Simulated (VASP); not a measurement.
SrO, 2 atoms in the cell. It takes space group Fm-3m (No. 225, cubic). Conventional cell: a = 5.133 Å, b = 5.133 Å, c = 5.133 Å, α = 90.00°, β = 90.00°, γ = 90.00°. Sr (site symmetry m-3m) has 6 O at 2.57 Å within 3.4 Å. O (site symmetry m-3m) has 6 Sr at 2.57 Å within 3.4 Å. 

- Program: VASP 6.6.1
- Task: relaxation of cell and atoms
- Functional: PBEsol
- Potentials or basis: VASP PAW PBE potentials, release 64 (Sr_sv, O)
- Cutoff: 600 eV
- k mesh: 9 × 9 × 9
- Occupations: fermi-dirac, width 0.05 eV
- Spin: no spin polarisation
- Target pressure: 20 GPa
- Dipole correction: no
- Further INCAR settings: ALGO = Normal; EDIFF = 1e-06; IBRION = 2; EDIFFG = -0.01; NSW = 60; ISIF = 3

Potentials or basis: VASP PAW PBE potentials, release 64 (Sr_sv, O).

The run is started by

```sh
$ cat potpaw_PBE.64/Sr_sv/POTCAR potpaw_PBE.64/O/POTCAR > POTCAR
$ mpirun -np 1 vasp_std > vasp.out
```

Hardware: 1 thread of Intel(R) Xeon(R) Platinum 8559C (Emerald Rapids), with other jobs on the host.

How long does it take, and how much memory?

Run time: 71 s on 1 thread of Intel(R) Xeon(R) Platinum 8559C (Emerald Rapids), with other jobs on the host, peak memory 0.19 GiB. Counts: scf iterations 62, k points 35, ion steps 7.
